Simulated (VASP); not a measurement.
Wanted: the native input for a VASP 6.6.1 run.

| Property | Result |
| --- | --- |
| Task | single point |
| Functional | PBEsol |
| Potentials or basis | VASP PAW PBE potentials, release 64 (Be) |
| Cutoff | 520 eV |
| k mesh | 2 × 2 × 2 |
| Occupations | fermi-dirac, width 0.17 eV |
| Spin | no spin polarisation |
| Dipole correction | no |
| Further INCAR settings | LREAL = Auto; ALGO = Normal; EDIFF = 1e-06; NBANDS = 60 |

The structure of Be lies in POSCAR:

```
Be
1.0
    6.8700000000      0.0000000000      0.0000000000
   -3.4350000000      5.9495950000      0.0000000000
    0.0000000000      0.0000000000      7.1768600000
Be
36
Direct
   -0.0269948981     -0.0412969286     -0.0162048584
    0.0908164719      0.1973243557      0.2052150941
   -0.0125296430     -0.0581888347      0.4702195668
    0.1237490143      0.2095940984      0.7281875361
    0.0285815146      0.3470320249     -0.0165671338
    0.1483760922      0.5681058963      0.2419581823
   -0.0438739435      0.3304762761      0.4808091561
    0.1695057871      0.5860566980      0.7296505714
   -0.0118582164      0.6732559107     -0.0155778432
    0.1337300412      0.8802111740      0.2104262867
   -0.0002401484      0.6599272724      0.5023924112
    0.1050045179      0.8688154404      0.7165668551
    0.3176626453      0.0514824959      0.0003622754
    0.4712012244      0.2309905128      0.2638619118
    0.3612925071      0.0403724959      0.4976828307
    0.4367638497      0.2127707852      0.7433195018
    0.3233034596      0.3672182728     -0.0537839668
    0.4461890249      0.5884770308      0.2159858211
    0.3194593419      0.3908837492      0.4807534214
    0.4906662836      0.5828463954      0.7233386188
    0.3864287972      0.7175446396     -0.0250109379
    0.4470897179      0.8833206294      0.2684182219
    0.3658874734      0.6874081345      0.4812689672
    0.4590389590      0.9147009166      0.7741129129
    0.7005491563      0.0255815732     -0.0053644630
    0.7995500461      0.2350244008      0.2596818107
    0.7104717724     -0.0065382602      0.4831500127
    0.7825643943      0.2141826460      0.7397246149
    0.6966503698      0.3812192258      0.0124567011
    0.8133360706      0.5613155181      0.2404115449
    0.6730220224      0.3419392412      0.5072831294
    0.7918856714      0.5708455786      0.7839918850
    0.6593765767      0.6423630516      0.0330088646
    0.8114498520      0.9031034886      0.2506388588
    0.6651916797      0.6664823404      0.4791928504
    0.8024728459      0.8868670893      0.7283268728
```

One way to write it, as run:

INCAR

```
PREC     = Accurate       # precision mode
ENCUT    = 520            # plane-wave cutoff, eV
EDIFF    = 1E-6           # SCF threshold, eV
ISMEAR   = -1             # smearing method
SIGMA    = 0.17           # smearing width, eV
LREAL    = Auto         
LASPH    = True           # aspherical terms in the spheres
NELM     = 100            # most SCF steps
ALGO     = Normal         # electronic algorithm
ISIF     = 2              # what is computed and relaxed
LWAVE    = False          # write WAVECAR
LCHARG   = False          # write CHGCAR
GGA      = PS             # functional
NBANDS   = 60             # bands
```

KPOINTS

```
Automatic mesh
0
Gamma
  2 2 2
```

Potentials or basis: VASP PAW PBE potentials, release 64 (Be).

Run with:

```console
$ cat potpaw_PBE.64/Be/POTCAR > POTCAR
$ mpirun -np 1 vasp_std > vasp.out
```

Results of the run:

```yaml
Pressure: 3.5 GPa
Largest_force: 3.533 eV/Å
Band_gap_on_the_k_mesh: zero (bands 36 and 37 overlap by 0.83 eV)
```

Caveat: the k points lie up to 0.53 Å⁻¹ apart, too coarse for converged energies and pressures of a metal; the PAW data sets were made with another functional, which shifts forces and pressure a little.

Run time: 11 min on 1 thread of Intel Xeon 8259CL (shared host), peak memory 0.42 GiB.
